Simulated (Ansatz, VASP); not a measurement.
# One calculation of BAs, two programs

```xyz
2
Lattice="0.0000 2.3885 2.3885 2.3885 0.0000 2.3885 2.3885 2.3885 0.0000" Properties=species:S:1:pos:R:3 pbc="T T T"
B     0.0000    0.0000    0.0000
As    1.1943    1.1943    1.1943
```

Change from the starting cell: volume scaled by 0.98.

Alike in both runs: task single point; functional PBE; k mesh 15 × 15 × 15; occupations fermi-dirac, width 0.08 eV; no spin polarisation.

|  | VASP | Ansatz |
| --- | --- | --- |
| version | VASP 6.6.1 | Ansatz 0.2.0 |
| potentials or method | VASP PAW PBE potentials, release 64 (B, As), cutoff 520 eV | all-electron LAPW, scalar-relativistic |

```csv
,VASP,Ansatz,Ansatz less VASP
pressure (GPa),3.4,2.7,-0.69
```

Ansatz ran all-electron here, and VASP with PAW potentials.
